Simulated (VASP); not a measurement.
# CO2 (Cmce) in VASP: settings compared, part 2 of 2

VASP 6.6.1.

**4. Single point, PBE-based screened hybrid**

Input file POSCAR:

```
CO2
1.0
    2.6429049853     -2.3798751837      0.0000000000
    2.6429049853      2.3798751837      0.0000000000
    0.0000000000      0.0000000000      6.4270279489
C O
2 4
Direct
    0.0000000000      0.0000000000      0.0000000000
    0.5000000000      0.5000000000      0.5000000000
    0.8037318635      0.1962681365      0.8928652631
    0.1962681365      0.8037318635      0.1071347369
    0.6962681365      0.3037318635      0.3928652631
    0.3037318635      0.6962681365      0.6071347369
```

Input file INCAR.step1:

```
SYSTEM = CO2
PREC = Accurate
ENCUT = 520
EDIFF = 1E-5
ISMEAR = 0
SIGMA = 0.01
LREAL = .FALSE.
LASPH = .TRUE.
NELM = 100
ALGO = Normal
ISIF = 2
LWAVE = .TRUE.
LCHARG = .FALSE.
NBANDS = 25
GGA = PE
```

Input file INCAR.step2:

```
SYSTEM = CO2
PREC = Accurate
ENCUT = 520
EDIFF = 1E-6
ISMEAR = 0
SIGMA = 0.01
LREAL = .FALSE.
LASPH = .TRUE.
NELM = 100
ALGO = Normal
ISIF = 2
LWAVE = .FALSE.
LCHARG = .FALSE.
GGA = PE
LHFCALC = .TRUE.
AEXX = 1.0
HFSCREEN = 0.2078
PRECFOCK = Fast
NBANDS = 25
ISTART = 1
ALDAC = 1.0
AGGAC = 1.0
```

Input file KPOINTS:

```
regular mesh
0
G
  4 4 2
  0 0 0
```

Run with:

```
> cat potpaw_PBE.64/C/POTCAR potpaw_PBE.64/O/POTCAR > POTCAR
> cp INCAR.step1 INCAR
> mpirun -np 1 vasp_std > vasp.out
> cp INCAR.step2 INCAR
> mpirun -np 1 vasp_std > vasp.out
```

Wall time 15 min (1 thread of Intel Xeon Platinum 8259CL at 2.50GHz (Skylake/Cascade Lake), shared host); peak memory 0.3 GiB.

It converged, with:

- Free energy: -90.7626 eV
- Pressure: -9.8 GPa
- Largest force: 3.291 eV/Å
- Band gap on the k mesh: 13.91 eV, indirect (least direct gap 14.65 eV)

Forces in eV/Å, atoms in the order of the input:
```
C    0.000  0.000  0.000
C    0.000  0.000  0.000
O    0.000 -2.648  1.954
O    0.000  2.648 -1.954
O    0.000  2.648  1.954
O    0.000 -2.648 -1.954
```

Stress tensor (GPa, compression positive):
```
  0.43   0.00   0.00
  0.00 -19.29   0.00
  0.00   0.00 -10.50
```

Levels at points of the mesh, in eV from the valence-band top:
| k point | band 13 | band 14 | band 15 | band 16 | band 17 | band 18 | band 19 | band 20 |
| --- | --- | --- | --- | --- | --- | --- | --- | --- |
| (0.00, 0.00, 0.00) | -1.32 | -1.22 | -0.86 | -0.74 | 13.91 | 15.00 | 15.96 | 16.19 |
| (0.50, 0.00, 0.00) | -0.93 | -0.93 | -0.39 | -0.39 | 15.74 | 15.74 | 17.22 | 17.22 |
| (0.50, 0.50, 0.00) | -1.31 | -0.77 | -0.44 | 0.00 | 16.04 | 17.91 | 18.02 | 18.23 |
| (0.00, 0.00, 0.50) | -1.09 | -1.09 | -0.96 | -0.96 | 15.25 | 15.25 | 15.54 | 15.54 |
| (0.50, 0.00, 0.50) | -1.02 | -1.02 | -0.34 | -0.34 | 15.89 | 15.89 | 17.43 | 17.43 |
| (0.50, 0.50, 0.50) | -0.89 | -0.89 | -0.36 | -0.36 | 16.99 | 16.99 | 17.94 | 17.94 |

Caveat: the k points lie up to 0.49 Å⁻¹ apart; the PAW data sets were made with another functional, which shifts forces and pressure a little. A k mesh can miss the band edges.

**5. Single point, PBE**

Input file INCAR:

```
  ALGO = Normal
  EDIFF = 1E-6
  ENCUT = 520
  GGA = PE
  ISIF = 2
  ISMEAR = 0
  LASPH = T
  LCHARG = F
  LREAL = F
  LWAVE = F
  NBANDS = 25
  NELM = 100
  PREC = Accurate
  SIGMA = 0.01
```

Input file KPOINTS:

```
k-points
0
Gamma
  6 6 4
```

POSCAR is that of step 4.

Potentials or basis: VASP PAW PBE potentials, release 64 (C, O).

Run with:

```
> cat potpaw_PBE.64/C/POTCAR potpaw_PBE.64/O/POTCAR > POTCAR
> mpirun -np 1 vasp_std > vasp.out
```

OUTCAR:

```text
EDIFF = 1E-6
   ENCUT = 520
   GGA = PE
   ISIF = 2
   ISMEAR = 0
   LASPH = T
   LREAL = F
   NELM = 100
   PREC = Accurate

 ion  position               nearest neighbor table
   1  0.000  0.000  0.000-   3 1.16   4 1.16
   2  0.500  0.500  0.500-   5 1.16   6 1.16
   3  0.804  0.196  0.893-   1 1.16
   4  0.196  0.804  0.107-   1 1.16
   5  0.696  0.304  0.393-   2 1.16
   6  0.304  0.696  0.607-   2 1.16

  LATTYP: Found a base centered orthorhombic cell.
 ALAT       =     4.7597503674
 B/A-ratio  =     1.1105225196
 C/A-ratio  =     1.3502867699

  Lattice vectors:

 A1 = (  -2.6429049853,  -2.3798751837,   0.0000000000)
 A2 = (   2.6429049853,  -2.3798751837,   0.0000000000)
 A3 = (   0.0000000000,   0.0000000000,   6.4270279489)

Analysis of symmetry for initial positions (statically):
=====================================================================
 Subroutine PRICEL returns:
 Original cell was already a primitive cell.

 Routine SETGRP: Setting up the symmetry group for a
 base centered orthorhombic supercell.

 Subroutine GETGRP returns: Found  8 space group operations
 (whereof  4 operations were pure point group operations)
 out of a pool of  8 trial point group operations.

The static configuration has the point symmetry C_2h.
 The point group associated with its full space group is D_2h.

Analysis of symmetry for dynamics (positions and initial velocities):
=====================================================================
 Subroutine PRICEL returns:
 Original cell was already a primitive cell.

 Routine SETGRP: Setting up the symmetry group for a
 base centered orthorhombic supercell.

 Subroutine GETGRP returns: Found  8 space group operations
 (whereof  4 operations were pure point group operations)
 out of a pool of  8 trial point group operations.

The dynamic configuration has the point symmetry C_2h.
 The point group associated with its full space group is D_2h.

 Subroutine INISYM returns: Found  8 space group operations
 (whereof  4 operations are pure point group operations),
 and found     1 'primitive' translations

----------------------------------------------------------------------------------------

                                     Primitive cell

  volume of cell :      80.8492

  direct lattice vectors                    reciprocal lattice vectors
     2.642904985 -2.379875184  0.000000000     0.189185764 -0.210095052  0.000000000
     2.642904985  2.379875184  0.000000000     0.189185764  0.210095052  0.000000000
     0.000000000  0.000000000  6.427027949     0.000000000  0.000000000  0.155592913

  length of vectors
     3.556508492  3.556508492  6.427027949     0.282721036  0.282721036  0.155592913

  position of ions in fractional coordinates (direct lattice)
     0.000000000  0.000000000  0.000000000
     0.500000000  0.500000000  0.500000000
     0.803731863  0.196268137  0.892865263
     0.196268137  0.803731863  0.107134737
     0.696268137  0.303731863  0.392865263
     0.303731863  0.696268137  0.607134737
[... 24 lines left out ...]

  Length of vectors
     0.047120173  0.047120173  0.038898228

  Shift w.r.t. Gamma in fractional coordinates (k-lattice)
     0.000000000  0.000000000  0.000000000

 Subroutine IBZKPT returns following result:
 ===========================================

 Found     39 irreducible k-points:

 Following reciprocal coordinates:
            Coordinates               Weight
  0.000000  0.000000  0.000000      1.000000
  0.166667  0.000000  0.000000      4.000000
  0.333333  0.000000  0.000000      4.000000
  0.500000  0.000000  0.000000      2.000000
  0.166667  0.166667  0.000000      2.000000
  0.333333  0.166667  0.000000      4.000000
[... 16 lines left out ...]
  0.333333  0.333333  0.250000      4.000000
  0.500000  0.333333  0.250000      8.000000
 [... further k-points ...]
   k-points           NKPTS =     39   k-points in BZ     NKDIM =     39   number of bands    NBANDS=     25
   number of dos      NEDOS =    301   number of ions     NIONS =      6
   total plane-waves  NPLWV =  37632
   dimension x,y,z NGX =    28 NGY =   28 NGZ =   48
   dimension x,y,z NGXF=    56 NGYF=   56 NGZF=   96
   ions per type =               2   4
   NGX,Y,Z   is equivalent  to a cutoff of  13.09, 13.09, 12.42 a.u.
   NGXF,Y,Z  is equivalent  to a cutoff of  26.18, 26.18, 24.83 a.u.
 SYSTEM =  unknown system
   PREC   = accura    normal or accurate (medium, high low for compatibility)
   ISTART =      0    job   : 0-new  1-cont  2-samecut
   ICHARG =      2    charge: 1-file 2-atom 10-const
   ISPIN  =      1    spin polarized calculation?
   LNONCOLLINEAR =      F non collinear calculations
   LSORBIT =      F    spin-orbit coupling
   LASPH  =      T    aspherical Exc in radial PAW
   ENCUT  =  520.0 eV  38.22 Ry    6.18 a.u.   6.61  6.61 11.95*2*pi/ulx,y,z
   NELM   =    100;   NELMIN=  2; NELMDL= -5     # of ELM steps
   EDIFF  = 0.1E-05   stopping-criterion for ELM
   LREAL  =      F    real-space projection
   EDIFFG = 0.1E-04   stopping-criterion for IOM
   NSW    =      0    number of steps for IOM
   IBRION =     -1    ionic relax: 0-MD 1-quasi-New 2-CG
   NFREE  =      0    steps in history (QN), initial steepest desc. (CG)
   ISIF   =      2    stress and relaxation
   ISYM   =      2    0-nonsym 1-usesym 2-fastsym
   POTIM  = 0.5000    time-step for ionic-motion
   TEBEG  =    0.0;   TEEND  =   0.0 temperature during run
   PSTRESS=    0.0 pullay stress
   NELECT =      32.0000    total number of electrons
   NUPDOWN=      -1.0000    fix difference up-down
   EMIN   =  10.00;   EMAX   =-10.00  energy-range for DOS
   EFERMI =   0.00;   METHOD = LEGACY
   ISMEAR =     0;   SIGMA  =   0.01  broadening in eV -4-tet -1-fermi 0-gaus
   EFERMI_NEDOS =   21; number of points for ismear=-14 and -15
   IALGO  =     38    algorithm
   IMIX   =      4    mixing-type and parameters
     AMIX     =   0.40;   BMIX     =  1.00
     AMIX_MAG =   1.60;   BMIX_MAG =  1.00
  volume/ion in A,a.u.               =      13.47        90.93
  Fermi-wavevector in a.u.,A,eV,Ry     =   1.201986  2.271425 19.657304  1.444771
  Thomas-Fermi vector in A             =   2.337780
   LORBIT       =      0    0 simple, 1 ext, 2 COOP (PROOUT), +10 PAW based schemes
   GGA     = PE    functional components
   LHFCALC =     F    Hartree Fock is set to
   AEXX    =    0.0000 exact exchange contribution
   IVDW    =     0    specifies the selected vdW correction
   LEPSILON=     F    determine dielectric tensor
   LRPA    =     F    only Hartree local field effects (RPA)
 non-spin polarized calculation
 Gauss-broadening in eV      SIGMA  =   0.01
  energy-cutoff  :      520.00
  volume of cell :       80.85
 maximum number of plane-waves:      2196
 NGX is ok and might be reduce to    28
   NGX = 13   NGY = 13   NGZ = 23

 number of electron      32.0000018 magnetization

 Free energy of the ion-electron system (eV)
  ---------------------------------------------------
  ext. energy  EPLUGINS =         0.00000000
  ---------------------------------------------------
  free energy    TOTEN  =       -45.89627511 eV

  energy without entropy =      -45.89627511  energy(sigma->0) =      -45.89627511

 E-fermi :  -2.8201     XC(G=0):  -8.2873

 val. band max:       -2.9113708971   @ k =   0.5000   0.5000   0.0000
 cond. band min:       3.7692476698   @ k =   0.0000   0.0000   0.0000
 fundamental gap:      6.6806185669
 Fermi energy:        -2.8200694872

 k-point     1 :       0.0000    0.0000    0.0000
  band No.  band energies     occupation
      1     -23.9114      2.00000
      2     -23.7215      2.00000
      3     -22.6917      2.00000
      4     -22.6131      2.00000
      5      -8.1760      2.00000
      6      -8.1459      2.00000
[... 661 lines left out ...]
     24      10.8320      0.00000
     25      11.2488      0.00000

 [... further k-points ...]
[... 5 lines left out ...]
  --------------------------------------------------------------------------------------
  -------------------------------------------------------------------------------------
  Total        1.1772908      5.4620154      3.4725375      0.0000000     -0.0000000      0.0000000
  in kB       23.3301968    108.2399505     68.8147612      0.0000000     -0.0000000      0.0000000
  external PRESSURE =      66.7949695 kB  Pullay stress =       0.0000000 kB

 VOLUME and BASIS-vectors are now :
 -----------------------------------------------------------------------------
  energy-cutoff  :      520.00
  volume of cell :       80.85
      direct lattice vectors                 reciprocal lattice vectors
     2.642904985 -2.379875184  0.000000000     0.189185764 -0.210095052  0.000000000
     2.642904985  2.379875184  0.000000000     0.189185764  0.210095052  0.000000000
     0.000000000  0.000000000  6.427027949     0.000000000  0.000000000  0.155592913

 POSITION                                       TOTAL-FORCE (eV/Angst)
 -----------------------------------------------------------------------------------
      0.00000      0.00000      0.00000         0.000000     -0.000000     -0.000000
      2.64290      0.00000      3.21351         0.000000     -0.000000     -0.000000
      2.64290     -1.44569      5.73847         0.000000      1.156714     -0.852560
      2.64290      1.44569      0.68856         0.000000     -1.156714      0.852560
      2.64290     -0.93419      2.52496         0.000000     -1.156714     -0.852560
      2.64290      0.93419      3.90207         0.000000      1.156714      0.852560
 -----------------------------------------------------------------------------------
    total drift:                                0.000000     -0.000000     -0.000000

  FREE ENERGIE OF THE ION-ELECTRON SYSTEM (eV)
  ---------------------------------------------------
  free  energy   TOTEN  =       -45.8962751127 eV

  energy  without entropy=      -45.8962751127  energy(sigma->0) =      -45.89627511
```

OSZICAR:

```text
N       E                     dE             d eps       ncg     rms          rms(c)
DAV:   1     0.160575140321E+03    0.16058E+03   -0.17080E+04  1958   0.118E+03
DAV:   2    -0.391083767906E+02   -0.19968E+03   -0.19037E+03  2635   0.275E+02
DAV:   3    -0.490933601279E+02   -0.99850E+01   -0.99287E+01  2300   0.616E+01
DAV:   4    -0.491752129190E+02   -0.81853E-01   -0.81799E-01  2430   0.647E+00
DAV:   5    -0.491761899941E+02   -0.97708E-03   -0.97694E-03  2399   0.691E-01    0.137E+01
DAV:   6    -0.461597284836E+02    0.30165E+01   -0.74847E+00  2284   0.198E+01    0.630E+00
DAV:   7    -0.459540727430E+02    0.20566E+00   -0.40218E-01  2390   0.454E+00    0.345E+00
DAV:   8    -0.459016341490E+02    0.52439E-01   -0.28307E-01  2466   0.332E+00    0.773E-01
DAV:   9    -0.458960970090E+02    0.55371E-02   -0.17615E-02  2321   0.944E-01    0.317E-01
DAV:  10    -0.458961125059E+02   -0.15497E-04   -0.53396E-03  2489   0.467E-01    0.518E-02
DAV:  11    -0.458962481650E+02   -0.13566E-03   -0.12668E-04  2158   0.826E-02    0.213E-02
DAV:  12    -0.458962750192E+02   -0.26854E-04   -0.22176E-05  2521   0.345E-02    0.522E-03
DAV:  13    -0.458962751127E+02   -0.93481E-07   -0.11646E-06  1633   0.826E-03
   1 F= -.45896275E+02 E0= -.45896275E+02  d E =-.245755E-40
```

Wall time 73 s (1 thread of Intel Xeon Platinum 8259CL at 2.50GHz (Skylake/Cascade Lake), shared host); peak memory 0.21 GiB.

Results:

```
Free energy            : -45.8963 eV
Pressure               : 6.7 GPa
Largest force          : 1.437 eV/Å
Band gap on the k mesh : 6.68 eV, indirect (least direct gap 7.24 eV)
```

Forces in eV/Å, atoms in the order of the input:
```
C    0.000  0.000  0.000
C    0.000  0.000  0.000
O    0.000  1.157 -0.853
O    0.000 -1.157  0.853
O    0.000 -1.157 -0.853
O    0.000  1.157  0.853
```

Caveat: forces of over 1 eV/Å act on the atoms, so gaps and moduli don't describe the material at rest. Expect the measured gap to be larger: semilocal functionals such as PBE lack the derivative discontinuity.

**6. Summary**

| level | k mesh | grid for exact exchange (PRECFOCK) | screening parameter | share of exact exchange | gap on the mesh (eV) | pressure (GPa) | largest force (eV/Å) |
| --- | --- | --- | --- | --- | --- | --- | --- |
| PBE | 6 × 6 × 4 | - | - | - | 6.68 | 6.7 | 1.44 |
| HSE06 | 4 × 4 × 2 | Fast | 0.2079 1/Å | - | 8.41 | 2.0 | 0.08 |
| PBE-based screened hybrid | 4 × 4 × 2 | Fast | 0.2078 1/Å | 1 | 13.91 | -9.8 | 3.29 |

Alike in all rows: task single point; potentials or basis VASP PAW PBE potentials, release 64 (C, O); no spin polarisation; cell as given; cutoff (eV) 520; smearing gaussian 0.01 eV.

Caveats: some runs use coarse meshes; the PAW data sets were made with another functional, which shifts forces and pressure a little (some runs); forces of over 1 eV/Å act on the atoms, so gaps and moduli don't describe the material at rest (some runs).

Total energies depend on the potentials used, so only differences within one code and one set of settings carry meaning.
